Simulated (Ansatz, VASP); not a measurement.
**MgO: VASP beside Ansatz**

INCAR

```
  PREC = Accurate
  ENCUT = 600
  EDIFF = 1E-6
  ISMEAR = 0
  SIGMA = 0.02
  LREAL = False
  LASPH = True
  NELM = 120
  ALGO = Normal
  ISIF = 2
  LWAVE = False
  LCHARG = True
  GGA = PE
  LELF = True
  LVHAR = True
  NBANDS = 11
  GGA_COMPAT = False
```

KPOINTS

```
regular mesh
0
Gamma
  10 10 10
```

Contents of POSCAR:

```
MgO
1.0
    0.0000000000      2.0992477386      2.0992477386
    2.0992477386      0.0000000000      2.0992477386
    2.0992477386      2.0992477386      0.0000000000
Mg O
1 1
Direct
    0.0000000000      0.0000000000      0.0000000000
    0.5000000000      0.5000000000      0.5000000000
```

Input for Ansatz:

```yaml
crystal:
  lattice:
    - [0.0, 2.0992477386, 2.0992477386]
    - [2.0992477386, 0.0, 2.0992477386]
    - [2.0992477386, 2.0992477386, 0.0]
  atoms:
    - { symbol: Mg, position: [0.0, 0.0, 0.0] }
    - { symbol: O, position: [0.5, 0.5, 0.5] }
basis:
  ecutwfc: 420
kpoints:
  mp_grid: { grid: [10, 10, 10] }
  band_path:
    path:
      - [[0.0, 0.0, 0.0], [0.5, 0.0, 0.5], [0.625, 0.25, 0.625]]
      - [[0.375, 0.375, 0.75], [0.0, 0.0, 0.0], [0.5, 0.5, 0.5], [0.5, 0.25, 0.75], [0.5, 0.0, 0.5]]
    npoints: 10
hamiltonian:
  xc: pbe
  pseudopotentials: { kind: paw, azcp: { folder: soft_1 } }
scf:
  occupations: { method: gaussian, width: 0.02 }
  n_extra_bands: 7
output:
  forces: true
  stress: true
  eigenvalues: true
```

Alike in both runs: task single point; functional PBE; k mesh 10 × 10 × 10; occupations gaussian, width 0.02 eV; no spin polarisation.

|  | VASP | Ansatz |
| --- | --- | --- |
| version | VASP 6.6.1 | Ansatz 0.2.0 |
| potentials or method | VASP PAW PBE potentials, release 64 (Mg, O), cutoff 600 eV | scalar-relativistic, plane waves, PAW |
| valence electrons in the cell | 8 | 16 |

```csv
,VASP,Ansatz,Ansatz less VASP
gap on the k mesh at the Fermi level (eV),4.82,4.84,+0.019
least direct gap on the mesh (eV),4.82,4.84,+0.019
pressure (GPa),5.4,6.4,+1.07
```

The functional is the same, so the differences come from potentials, cutoffs and numerics. VASP's potentials hold 8 valence electrons a cell and Ansatz's 16, so a difference there can come from the potentials and not from the codes.
